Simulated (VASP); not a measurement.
Set up this calculation in VASP 6.6.1, as the native input.

```yaml
Task: single point
Functional: r2SCAN
Potentials_or_basis: VASP PAW PBE potentials, release 64 (Mn_pv, Si)
Cutoff: 520 eV
k_mesh: 8 × 8 × 8
Occupations: gaussian, width 0.05 eV
Spin: collinear spin, ferromagnetic start
Starting_moments: "[2.42, 2.42, 2.42, 2.42, 0.0, 0.0, 0.0, 0.0] μB"
Dipole_correction: no
Further_INCAR_settings: ALGO = Normal; EDIFF = 1e-06; NBANDS = 48
```

Crystal: MnSi.

```xyz
8
Lattice="4.5560 0.0000 0.0000 0.0000 4.5560 0.0000 0.0000 0.0000 4.5560" Properties=species:S:1:pos:R:3 pbc="T T T"
Mn    0.6341    0.6341    0.6341
Mn    1.6439    3.9219    2.9121
Mn    2.9121    1.6439    3.9219
Mn    3.9219    2.9121    1.6439
Si    3.8516    3.8516    3.8516
Si    2.9824    0.7044    1.5736
Si    1.5736    2.9824    0.7044
Si    0.7044    1.5736    2.9824
```

These files were run (other wordings do the same):

POSCAR

```
MnSi
1.0
    4.5560329026      0.0000000000      0.0000000000
    0.0000000000      4.5560329026      0.0000000000
    0.0000000000      0.0000000000      4.5560329026
Mn Si
4 4
Direct
    0.1391777405      0.1391777405      0.1391777405
    0.3608222595      0.8608222595      0.6391777405
    0.6391777405      0.3608222595      0.8608222595
    0.8608222595      0.6391777405      0.3608222595
    0.8453909783      0.8453909783      0.8453909783
    0.6546090217      0.1546090217      0.3453909783
    0.3453909783      0.6546090217      0.1546090217
    0.1546090217      0.3453909783      0.6546090217
```

INCAR.step1

```
SYSTEM = MnSi
PREC     = Accurate       ! precision mode
ENCUT    = 520            ! plane-wave cutoff, eV
ISMEAR   = 0              ! smearing method
SIGMA    = 0.05           ! smearing width, eV
LREAL    = .False.        ! projectors in reciprocal space
LASPH    = .True.         ! aspherical terms in the spheres
NELM     = 150            ! most SCF steps
ISPIN    = 2              ! spin polarisation
MAGMOM   = 2.42 2.42 2.42 2.42 0 0 0 0 ! initial moments
LMAXMIX  = 4              ! l up to which the mixer works
NBANDS   = 48             ! bands
GGA      = PE             ! functional
ALGO     = Normal         ! electronic algorithm
EDIFF    = 1E-4           ! SCF threshold, eV
LWAVE    = .True.         ! write WAVECAR
LCHARG   = .False.        ! write CHGCAR
```

INCAR.step2

```
SYSTEM = MnSi
PREC     = Accurate       ! precision mode
ENCUT    = 520            ! plane-wave cutoff, eV
EDIFF    = 1E-6           ! SCF threshold, eV
ISMEAR   = 0              ! smearing method
SIGMA    = 0.05           ! smearing width, eV
LREAL    = .False.        ! projectors in reciprocal space
LASPH    = .True.         ! aspherical terms in the spheres
NELM     = 150            ! most SCF steps
ALGO     = Normal         ! electronic algorithm
ISIF     = 2              ! what is computed and relaxed
LWAVE    = .False.        ! write WAVECAR
LCHARG   = .True.         ! write CHGCAR
ISPIN    = 2              ! spin polarisation
MAGMOM   = 2.42 2.42 2.42 2.42 0 0 0 0 ! initial moments
LORBIT   = 11             ! projections on sites
LMAXMIX  = 4              ! l up to which the mixer works
METAGGA  = R2SCAN         ! meta-GGA
LMIXTAU  = .True.       
LELF     = .True.         ! ELF
LVHAR    = .True.       
NBANDS   = 48             ! bands
ISTART   = 1
```

KPOINTS

```
regular mesh
0
Gamma
  8 8 8
  0 0 0
```

Potentials or basis: VASP PAW PBE potentials, release 64 (Mn_pv, Si).

Run with:

```sh
$ cat potpaw_PBE.64/Mn_pv/POTCAR potpaw_PBE.64/Si/POTCAR > POTCAR
$ cp INCAR.step1 INCAR
$ mpirun -np 1 vasp_std > vasp.out
$ cp INCAR.step2 INCAR
$ mpirun -np 1 vasp_std > vasp.out
```

Results of the run:

| Item | Value |
| --- | --- |
| Pressure | -10.3 GPa |
| Largest force | 0.540 eV/Å |
| Net moment | 4.06 μB per cell |
| Site moments | Mn +1.17; Si -0.08 μB |
| Valence electrons inside the program's atomic spheres | Mn 11.97; Si 1.63 |

Caveat: the cell stands under tension; the PAW data sets were made with another functional, which shifts forces and pressure a little.

Wall time 28 min on 1 thread of Oxide Virtual Turin-like Processor (shared host), peak memory 0.4 GiB.
